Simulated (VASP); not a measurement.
## Pd: relaxation of cell and atoms with LDA

The system is Pd.

```xyz
1
Lattice="2.7528 0.0000 0.0000 1.3764 2.3840 0.0000 1.3764 0.7947 2.2476" Properties=species:S:1:pos:R:3 pbc="T T T"
Pd    0.0000    0.0000    0.0000
```

```
Program                : VASP 6.6.1
Task                   : relaxation of cell and atoms
Functional             : LDA
Potentials or basis    : VASP PAW LDA potentials, release 64 (Pd)
Cutoff                 : 500 eV
k mesh                 : 11 × 11 × 11
Occupations            : methfessel-paxton, width 0.1 eV
Spin                   : no spin polarisation
Dipole correction      : no
Further INCAR settings : ALGO = Normal; EDIFF = 1e-07; IBRION = 2; EDIFFG = -0.02; NSW = 80; ISIF = 3
```

```yaml
Relaxed_volume: 14.20 Å³/atom
Relaxed_cell: a = 2.718 Å, b = 2.718 Å, c = 2.718 Å, α = 60.00°, β = 60.00°, γ = 60.00°
Space_group_after_relaxing_to_0.05_Å: Fm-3m (No. 225)
Energy_gained_by_relaxing: 14.1 meV/atom
Ionic_steps: 3
Pressure_after_relaxing: -0.2 GPa
Band_gap_on_the_k_mesh: zero (band 5 reaches 10.53 eV, above the bottom of band 6 at 8.91 eV)
```

The path:
```csv
step,energy change (eV),largest force (eV/Å),pressure (GPa),volume (Å³)
1,0.0000,0.0000,-7.81,14.75
2,0.0347,0.0000,18.17,13.27
3,-0.0141,0.0000,-0.18,14.20
```

Final structure:
```
CELL_PARAMETERS angstrom
2.71839 0.00000 0.00000
1.35920 2.35420 0.00000
1.35920 0.78473 2.21956
ATOMIC_POSITIONS crystal
Pd 0.00000 0.00000 0.00000
```

Levels at points of the mesh, in eV from the Fermi level:
```csv
k point,band 3,band 4,band 5,band 6,band 7,band 8
"(0.00, 0.00, 0.00)",-3.07,-3.07,-1.32,-1.32,17.10,22.04
```

Run time: 6.1 s on 1 thread of Intel(R) Xeon(R) 6975P-C (Granite Rapids), on a shared host, peak memory 0.13 GiB.

LDA usually gives volumes a few per cent too small. Zero-point motion and thermal expansion aren't in these numbers.
